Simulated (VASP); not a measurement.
The system is CdSe.

```
Cd Se
1.0
     0.00000    2.87396    2.87396
     2.87396    0.00000    2.87396
     2.87396    2.87396    0.00000
Cd Se
1 1
Cartesian
  0.0000 0.0000 0.0000
  2.8740 2.8740 2.8740
```

| Item | Value |
| --- | --- |
| Program | VASP 6.6.1 |
| Task | relaxation of cell and atoms |
| Functional | B3LYP |
| Potentials or basis | VASP PAW PBE potentials, release 64 (Cd, Se) |
| Cutoff | 600 eV |
| k mesh | 4 × 4 × 4 |
| Occupations | fermi-dirac, width 0.05 eV |
| Spin | no spin polarisation |

At the start: pressure 2.0 GPa; volume 23.74 Å³/atom.

Question: How do energy, volume and symmetry change on relaxing?

Answer: Over 3 steps the energy falls by 4.6 meV/atom and the volume is 24.50 Å³/atom (+3.2 %); space group Fm-3m (No. 225, to 0.1 Å) before and after.

Step by step:
| step | energy change (eV) | largest force (eV/Å) | pressure (GPa) | volume (Å³) |
| --- | --- | --- | --- | --- |
| 1 | 0.0000 | 0.0000 | 1.95 | 47.48 |
| 2 | -0.0082 | 0.0000 | -0.60 | 49.49 |
| 3 | -0.0091 | 0.0000 | -0.02 | 48.99 |

Final structure:
```xyz
2
Lattice="0.0000 2.9043 2.9043 2.9043 0.0000 2.9043 2.9043 2.9043 0.0000" Properties=species:S:1:pos:R:3 pbc="T T T"
Cd    0.0000    0.0000    0.0000
Se    2.9043    2.9043    2.9043
```

Caveat: the k points lie up to 0.47 Å⁻¹ apart in the final cell; the PAW data sets were made with another functional, which shifts forces and pressure a little.
